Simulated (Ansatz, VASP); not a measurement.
**Sn3Br in VASP and in Ansatz**

```
Sn Br
1.0
     5.66704    0.00000    0.00000
     0.00000    5.66704    0.00000
     0.00000    0.00000    3.53852
Sn Br
3 1
Direct
  0.00000 0.50000 0.50000
  0.50000 0.00000 0.50000
  0.50000 0.50000 0.00000
  0.00000 0.00000 0.00000
```

Alike in both runs: functional PBE; k mesh 4 × 4 × 4; occupations gaussian, width 0.1 eV; no spin polarisation.

Ansatz relaxed the structure, and its values are those at the end. VASP's run is a single point on that final structure, the one shown.

|  | VASP | Ansatz |
| --- | --- | --- |
| version | VASP 6.6.1 | Ansatz 0.2.0 |
| potentials or method | VASP PAW PBE potentials, release 64 (Sn_d, Br), cutoff 520 eV | scalar-relativistic, plane waves, PAW |
| valence electrons in the cell | 49 | 49 |

|  | VASP | Ansatz | Ansatz less VASP |
| --- | --- | --- | --- |
| gap on the k mesh at the Fermi level (eV) | none | none | - |
| pressure (GPa) | 0.1 | 0.2 | +0.05 |

A gap of «none» marks a metal or a gap that the smearing closes. The functional is the same, so the differences come from potentials, cutoffs and numerics.

The k mesh is coarse, so the values compare programs but aren't converged.
